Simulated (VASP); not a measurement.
# LiNbO3 (Pm-3m) in VASP: settings compared

The runs below take LiNbO3 through single point, with HSE06, PBE.

Everything below comes from runs of VASP 6.6.1. Logs are shortened: lines on timing, memory, paths and dates and some standing lists are left out, and cuts for length are marked.

## (1) The cell of the first run

It takes space group Pm-3m (No. 221, cubic). Conventional cell: a = 3.933 Å, b = 3.933 Å, c = 3.933 Å, α = 90.00°, β = 90.00°, γ = 90.00°. Within 3.7 Å of Li (site symmetry m-3m) lie 12 O at 2.78 Å and 8 Nb at 3.41 Å. Nb (site symmetry m-3m) has 6 O at 1.97 Å within 2.6 Å. Within 2.6 Å of O (site symmetry 4/mmm) lie 2 Nb at 1.97 Å.

## (2) Single point, HSE06

POSCAR reads:

```
LiNbO3
1.0
    3.9331683525      0.0000000000      0.0000000000
    0.0000000000      3.9331683525      0.0000000000
    0.0000000000      0.0000000000      3.9331683525
Li Nb O
1 1 3
Direct
    0.0000000000      0.0000000000      0.0000000000
    0.5000000000      0.5000000000      0.5000000000
    0.5000000000      0.5000000000      0.0000000000
    0.5000000000      0.0000000000      0.5000000000
    0.0000000000      0.5000000000      0.5000000000
```

INCAR.step1 reads:

```
PREC = Accurate
ENCUT = 520
EDIFF = 1E-5
ISMEAR = 0
SIGMA = 0.01
LREAL = False
LASPH = True
NELM = 60
ALGO = Normal
ISIF = 2
LWAVE = True
GGA = PE
NBANDS = 25
```

INCAR.step2 reads:

```
PREC = Accurate
ENCUT = 520
EDIFF = 1E-6
ISMEAR = 0
SIGMA = 0.01
LREAL = False
LASPH = True
NELM = 60
ALGO = Normal
ISIF = 2
LWAVE = False
LCHARG = True
GGA = PE
LHFCALC = True
HFSCREEN = 0.2079
PRECFOCK = Fast
LELF = True
LVHAR = True
ISTART = 1
NBANDS = 25
```

KPOINTS reads:

```
regular mesh
0
Gamma
  4 4 4
```

Potentials or basis: VASP PAW PBE potentials, release 64 (Li_sv, Nb_sv, O).

Command:

```bash
$ cat potpaw_PBE.64/Li_sv/POTCAR potpaw_PBE.64/Nb_sv/POTCAR potpaw_PBE.64/O/POTCAR > POTCAR
$ cp INCAR.step1 INCAR
$ mpirun -np 1 vasp_std > vasp.out
$ cp INCAR.step2 INCAR
$ mpirun -np 1 vasp_std > vasp.out
```

OUTCAR:

```text
PREC = Accurate
   ENCUT = 520
   EDIFF = 1E-6
   ISMEAR = 0
   LREAL = False
   LASPH = True
   NELM = 60
   ISIF = 2
   GGA = PE
   LHFCALC = True
   HFSCREEN = 0.2079
   PRECFOCK = Fast
   ISTART = 1

 ion  position               nearest neighbor table
   1  0.000  0.000  0.000-
   2  0.500  0.500  0.500-   3 1.97   4 1.97   5 1.97   3 1.97   4 1.97   5 1.97
   3  0.500  0.500  0.000-   2 1.97   2 1.97
   4  0.500  0.000  0.500-   2 1.97   2 1.97
   5  0.000  0.500  0.500-   2 1.97   2 1.97

  LATTYP: Found a simple cubic cell.
 ALAT       =     3.9331683525

  Lattice vectors:

 A1 = (   3.9331683525,   0.0000000000,   0.0000000000)
 A2 = (   0.0000000000,   3.9331683525,   0.0000000000)
 A3 = (   0.0000000000,   0.0000000000,   3.9331683525)

Analysis of symmetry for initial positions (statically):
=====================================================================
 Subroutine PRICEL returns:
 Original cell was already a primitive cell.

 Routine SETGRP: Setting up the symmetry group for a
 simple cubic supercell.

 Subroutine GETGRP returns: Found 48 space group operations
 (whereof 48 operations were pure point group operations)
 out of a pool of 48 trial point group operations.

The static configuration has the point symmetry O_h .

Analysis of symmetry for dynamics (positions and initial velocities):
=====================================================================
 Subroutine PRICEL returns:
 Original cell was already a primitive cell.

 Routine SETGRP: Setting up the symmetry group for a
 simple cubic supercell.

 Subroutine GETGRP returns: Found 48 space group operations
 (whereof 48 operations were pure point group operations)
 out of a pool of 48 trial point group operations.

The dynamic configuration has the point symmetry O_h .

 Subroutine INISYM returns: Found 48 space group operations
 (whereof 48 operations are pure point group operations),
 and found     1 'primitive' translations

----------------------------------------------------------------------------------------

                                     Primitive cell

  volume of cell :      60.8454

  direct lattice vectors                    reciprocal lattice vectors
     3.933168353  0.000000000  0.000000000     0.254247952  0.000000000  0.000000000
     0.000000000  3.933168353  0.000000000     0.000000000  0.254247952  0.000000000
     0.000000000  0.000000000  3.933168353     0.000000000  0.000000000  0.254247952

  length of vectors
     3.933168353  3.933168353  3.933168353     0.254247952  0.254247952  0.254247952

  position of ions in fractional coordinates (direct lattice)
     0.000000000  0.000000000  0.000000000
     0.500000000  0.500000000  0.500000000
     0.500000000  0.500000000  0.000000000
     0.500000000  0.000000000  0.500000000
     0.000000000  0.500000000  0.500000000

  ion indices of the primitive-cell ions
   primitive index   ion index
                 1           1
                 2           2
                 3           3
                 4           4
                 5           5

----------------------------------------------------------------------------------------

 KPOINTS: regular mesh

Automatic generation of k-mesh.
 Grid dimensions read from file:
 generate k-points for:    4    4    4

 Generating k-lattice:

  Cartesian coordinates                     Fractional coordinates (reciprocal lattice)
     0.063561988  0.000000000  0.000000000     0.250000000  0.000000000  0.000000000
     0.000000000  0.063561988  0.000000000     0.000000000  0.250000000  0.000000000
     0.000000000  0.000000000  0.063561988     0.000000000  0.000000000  0.250000000

  Length of vectors
     0.063561988  0.063561988  0.063561988

  Shift w.r.t. Gamma in fractional coordinates (k-lattice)
     0.000000000  0.000000000  0.000000000

 Subroutine IBZKPT returns following result:
 ===========================================

 Found     10 irreducible k-points:

 Following reciprocal coordinates:
            Coordinates               Weight
  0.000000  0.000000  0.000000      1.000000
  0.250000  0.000000  0.000000      6.000000
  0.500000  0.000000  0.000000      3.000000
  0.250000  0.250000  0.000000     12.000000
  0.500000  0.250000  0.000000     12.000000
  0.500000  0.500000  0.000000      3.000000
  0.250000  0.250000  0.250000      8.000000
  0.500000  0.250000  0.250000     12.000000
  0.500000  0.500000  0.250000      6.000000
  0.500000  0.500000  0.500000      1.000000
   k-points           NKPTS =     10   k-points in BZ     NKDIM =     64   number of bands    NBANDS=     25
   number of dos      NEDOS =    301   number of ions     NIONS =      5
   total plane-waves  NPLWV =  27000
   dimension x,y,z NGX =    30 NGY =   30 NGZ =   30
   dimension x,y,z NGXF=    60 NGYF=   60 NGZF=   60
   ions per type =               1   1   3
   NGX,Y,Z   is equivalent  to a cutoff of  12.68, 12.68, 12.68 a.u.
   NGXF,Y,Z  is equivalent  to a cutoff of  25.36, 25.36, 25.36 a.u.
 SYSTEM =  unknown system
   PREC   = accura    normal or accurate (medium, high low for compatibility)
   ISTART =      1    job   : 0-new  1-cont  2-samecut
   ICHARG =      0    charge: 1-file 2-atom 10-const
   ISPIN  =      1    spin polarized calculation?
   LNONCOLLINEAR =      F non collinear calculations
   LSORBIT =      F    spin-orbit coupling
   LASPH  =      T    aspherical Exc in radial PAW
   ENCUT  =  520.0 eV  38.22 Ry    6.18 a.u.   7.31  7.31  7.31*2*pi/ulx,y,z
   NELM   =     60;   NELMIN=  2; NELMDL=  0     # of ELM steps
   EDIFF  = 0.1E-05   stopping-criterion for ELM
   LREAL  =      F    real-space projection
   EDIFFG = 0.1E-04   stopping-criterion for IOM
   NSW    =      0    number of steps for IOM
   IBRION =     -1    ionic relax: 0-MD 1-quasi-New 2-CG
   NFREE  =      0    steps in history (QN), initial steepest desc. (CG)
   ISIF   =      2    stress and relaxation
   ISYM   =      3    0-nonsym 1-usesym 2-fastsym
   POTIM  = 0.5000    time-step for ionic-motion
   TEBEG  =    0.0;   TEEND  =   0.0 temperature during run
   PSTRESS=    0.0 pullay stress
   NELECT =      34.0000    total number of electrons
   NUPDOWN=      -1.0000    fix difference up-down
   EMIN   =  10.00;   EMAX   =-10.00  energy-range for DOS
   EFERMI =   0.00;   METHOD = LEGACY
   ISMEAR =     0;   SIGMA  =   0.01  broadening in eV -4-tet -1-fermi 0-gaus
   EFERMI_NEDOS =   21; number of points for ismear=-14 and -15
   IALGO  =     38    algorithm
   IMIX   =      1    mixing-type and parameters
     AMIX     =   0.40;   BMIX     =  1.00
     AMIX_MAG =   1.60;   BMIX_MAG =  1.00
  volume/ion in A,a.u.               =      12.17        82.12
  Fermi-wavevector in a.u.,A,eV,Ry     =   1.348420  2.548145 24.738619  1.818237
  Thomas-Fermi vector in A             =   2.476091
   LORBIT       =      0    0 simple, 1 ext, 2 COOP (PROOUT), +10 PAW based schemes
   GGA     = PE    functional components
   LHFCALC =     T    Hartree Fock is set to
   PRECFOCK=fast      Normal, Fast or Accurate (Low or Medium for compatibility)
   ENCUT4O =  -1.0   cutoff for four orbital integrals eV
   NKREDX  =     1    reduce k-point grid by
   NKREDY  =     1    reduce k-point grid by
   NKREDZ  =     1    reduce k-point grid by
   AEXX    =    0.2500 exact exchange contribution
   HFSCREEN=    0.2079 screening length (either q_TF or 0.3 A-1)
   HFSCREENC=   0.2079 screening length for correlation (either q_TF or 0.3 A-1)
   ENCUTFOCK=  -1.0 apply spherical cutoff to Coloumb kernel
   IVDW    =     0    specifies the selected vdW correction
   LEPSILON=     F    determine dielectric tensor
   LRPA    =     F    only Hartree local field effects (RPA)
 non-spin polarized calculation
 Gauss-broadening in eV      SIGMA  =   0.01
  energy-cutoff  :      520.00
  volume of cell :       60.85
 maximum number of plane-waves:      1666
 NGX is ok and might be reduce to    30
  NGX = 16; NGY = 16; NGZ = 16

 number of electron      33.9999990 magnetization

 Free energy of the ion-electron system (eV)
  ---------------------------------------------------
  ext. energy  EPLUGINS =         0.00000000
  ---------------------------------------------------
  free energy    TOTEN  =       -47.45708826 eV

  energy without entropy =      -47.45708826  energy(sigma->0) =      -47.45708826

 E-fermi :   2.4970     XC(G=0):  -8.2282

 val. band max:        2.3373582598   @ k =   0.5000   0.5000   0.5000
 cond. band min:       5.3099576676   @ k =   0.0000   0.0000   0.0000
 fundamental gap:      2.9725994078
 Fermi energy:         2.4970441598

 k-point     1 :       0.0000    0.0000    0.0000
  band No.  band energies     occupation
      1     -55.9482      2.00000
      2     -45.8778      2.00000
      3     -30.6139      2.00000
      4     -30.6139      2.00000
      5     -30.6139      2.00000
      6     -16.8211      2.00000
[... 17 lines left out ...]
     24      15.3394      0.00000
     25      15.3394      0.00000

 k-point     2 :       0.2500    0.0000    0.0000
  band No.  band energies     occupation
      1     -55.9464      2.00000
      2     -45.8777      2.00000
      3     -30.7141      2.00000
      4     -30.6089      2.00000
      5     -30.6088      2.00000
      6     -16.6667      2.00000
[... 17 lines left out ...]
     24      13.1704      0.00000
     25      14.9878      0.00000

 k-point     3 :       0.5000    0.0000    0.0000
  band No.  band energies     occupation
      1     -55.9446      2.00000
      2     -45.8776      2.00000
      3     -30.8112      2.00000
      4     -30.6039      2.00000
      5     -30.6039      2.00000
      6     -16.6122      2.00000
[... 160 lines left out ...]
 k-point     9 :       0.5000    0.5000    0.2500
  band No.  band energies     occupation
      1     -55.9391      2.00000
      2     -45.8770      2.00000
      3     -30.7958      2.00000
      4     -30.7958      2.00000
      5     -30.6936      2.00000
      6     -15.7432      2.00000
[... 17 lines left out ...]
     24      13.6758      0.00000
     25      13.9562      0.00000

 k-point    10 :       0.5000    0.5000    0.5000
  band No.  band energies     occupation
      1     -55.9373      2.00000
      2     -45.8768      2.00000
      3     -30.7906      2.00000
      4     -30.7906      2.00000
      5     -30.7906      2.00000
      6     -14.9758      2.00000
[... 17 lines left out ...]
     24      14.1724      0.00000
     25      15.9770      0.00000

------------------------ aborting loop because EDIFF is reached ----------------------------------------

  FORCE on cell =-STRESS in cart. coord.  units (eV):
  Direction    XX          YY          ZZ          XY          YZ          ZX
  --------------------------------------------------------------------------------------
  -------------------------------------------------------------------------------------
  Total       -1.2524811     -1.2524811     -1.2524811     -0.0000000     -0.0000000      0.0000000
  in kB      -32.9802673    -32.9802673    -32.9802673     -0.0000000     -0.0000000      0.0000000
  external PRESSURE =     -32.9802673 kB  Pullay stress =       0.0000000 kB

 VOLUME and BASIS-vectors are now :
 -----------------------------------------------------------------------------
  energy-cutoff  :      520.00
  volume of cell :       60.85
      direct lattice vectors                 reciprocal lattice vectors
     3.933168353  0.000000000  0.000000000     0.254247952  0.000000000  0.000000000
     0.000000000  3.933168353  0.000000000     0.000000000  0.254247952  0.000000000
     0.000000000  0.000000000  3.933168353     0.000000000  0.000000000  0.254247952

 POSITION                                       TOTAL-FORCE (eV/Angst)
 -----------------------------------------------------------------------------------
      0.00000      0.00000      0.00000         0.000000      0.000000      0.000000
      1.96658      1.96658      1.96658         0.000000      0.000000      0.000000
      1.96658      1.96658      0.00000         0.000000      0.000000      0.000000
      1.96658      0.00000      1.96658         0.000000      0.000000      0.000000
      0.00000      1.96658      1.96658         0.000000      0.000000      0.000000
 -----------------------------------------------------------------------------------
    total drift:                               -0.000003      0.000001      0.000005

  FREE ENERGIE OF THE ION-ELECTRON SYSTEM (eV)
  ---------------------------------------------------
  free  energy   TOTEN  =       -47.4570882552 eV

  energy  without entropy=      -47.4570882552  energy(sigma->0) =      -47.45708826
```

Run time: 11 min. Hardware: 1 thread of Intel Xeon 8259CL, shared host; peak memory 0.29 GiB.

Results:

```
Free energy            : -47.4571 eV
Band gap on the k mesh : 2.97 eV (least direct gap 3.87 eV)
```

Caveat: the cutoff is under 1.25 times the usual one of these potentials, so pressure, stress and relaxed cells hold a basis-set (Pulay) error; the PAW data sets were made with another functional, which shifts forces and pressure a little.

## (3) Single point, PBE

INCAR reads:

```
  ALGO = Normal
  EDIFF = 1E-7
  ENCUT = 520
  GGA = PE
  ISIF = 2
  ISMEAR = -1
  LASPH = True
  LCHARG = False
  LREAL = False
  LWAVE = False
  NBANDS = 25
  NELM = 80
  PREC = Accurate
  SIGMA = 0.02
```

KPOINTS reads:

```
k-points
0
Gamma
  6 6 6
```

POSCAR is that of step 2.

Potentials or basis: VASP PAW PBE potentials, release 64 (Li_sv, Nb_sv, O).

Command:

```bash
$ cat potpaw_PBE.64/Li_sv/POTCAR potpaw_PBE.64/Nb_sv/POTCAR potpaw_PBE.64/O/POTCAR > POTCAR
$ mpirun -np 1 vasp_std > vasp.out
```

OUTCAR:

```text
EDIFF = 1E-7
   ENCUT = 520
   GGA = PE
   ISIF = 2
   ISMEAR = -1
   LASPH = True
   LREAL = False
   NELM = 80
   PREC = Accurate

 ion  position               nearest neighbor table
   1  0.000  0.000  0.000-
   2  0.500  0.500  0.500-   3 1.97   4 1.97   5 1.97   3 1.97   4 1.97   5 1.97
   3  0.500  0.500  0.000-   2 1.97   2 1.97
   4  0.500  0.000  0.500-   2 1.97   2 1.97
   5  0.000  0.500  0.500-   2 1.97   2 1.97

  LATTYP: Found a simple cubic cell.
 ALAT       =     3.9331683525

  Lattice vectors:

 A1 = (   3.9331683525,   0.0000000000,   0.0000000000)
 A2 = (   0.0000000000,   3.9331683525,   0.0000000000)
 A3 = (   0.0000000000,   0.0000000000,   3.9331683525)

Analysis of symmetry for initial positions (statically):
=====================================================================
 Subroutine PRICEL returns:
 Original cell was already a primitive cell.

 Routine SETGRP: Setting up the symmetry group for a
[... 165 lines left out ...]
  free energy    TOTEN  =       -39.19549853 eV

  energy without entropy =      -39.19549853  energy(sigma->0) =      -39.19549853

 E-fermi :   4.0024     XC(G=0):  -9.9875

 val. band max:        3.3598931213   @ k =   0.5000   0.5000   0.5000
 cond. band min:       5.0759873312   @ k =   0.0000   0.0000   0.0000
 fundamental gap:      1.7160942099
 Fermi energy:         4.0024145372

 k-point     1 :       0.0000    0.0000    0.0000
  band No.  band energies     occupation
      1     -51.4464      2.00000
      2     -42.2299      2.00000
      3     -27.5497      2.00000
      4     -27.5497      2.00000
      5     -27.5497      2.00000
      6     -14.0956      2.00000
[... 549 lines left out ...]
     24      13.3857      0.00000
     25      15.0473      0.00000

------------------------ aborting loop because EDIFF is reached ----------------------------------------

  FORCE on cell =-STRESS in cart. coord.  units (eV):
  Direction    XX          YY          ZZ          XY          YZ          ZX
  --------------------------------------------------------------------------------------
  -------------------------------------------------------------------------------------
  Total        1.1027391      1.1027391      1.1027391      0.0000000      0.0000000     -0.0000000
  in kB       29.0372683     29.0372683     29.0372683      0.0000000      0.0000000     -0.0000000
  external PRESSURE =      29.0372683 kB  Pullay stress =       0.0000000 kB

 VOLUME and BASIS-vectors are now :
 -----------------------------------------------------------------------------
  energy-cutoff  :      520.00
  volume of cell :       60.85
      direct lattice vectors                 reciprocal lattice vectors
     3.933168353  0.000000000  0.000000000     0.254247952  0.000000000  0.000000000
     0.000000000  3.933168353  0.000000000     0.000000000  0.254247952  0.000000000
     0.000000000  0.000000000  3.933168353     0.000000000  0.000000000  0.254247952

 POSITION                                       TOTAL-FORCE (eV/Angst)
 -----------------------------------------------------------------------------------
      0.00000      0.00000      0.00000         0.000000      0.000000      0.000000
      1.96658      1.96658      1.96658         0.000000      0.000000      0.000000
      1.96658      1.96658      0.00000         0.000000      0.000000      0.000000
      1.96658      0.00000      1.96658         0.000000      0.000000      0.000000
      0.00000      1.96658      1.96658         0.000000      0.000000      0.000000
 -----------------------------------------------------------------------------------
    total drift:                                0.000000      0.000000     -0.000000

  FREE ENERGIE OF THE ION-ELECTRON SYSTEM (eV)
  ---------------------------------------------------
  free  energy   TOTEN  =       -39.1954985297 eV

  energy  without entropy=      -39.1954985297  energy(sigma->0) =      -39.19549853
```

It took 41 s on 1 thread of AMD EPYC 7R13, shared host; peak memory 0.15 GiB.

What came out:

- Free energy: -39.1955 eV
- Band gap on the k mesh: 1.72 eV (least direct gap 2.51 eV)

Caveat: the cutoff is under 1.25 times the usual one of these potentials, so pressure, stress and relaxed cells hold a basis-set (Pulay) error. A k mesh can miss the band edges.
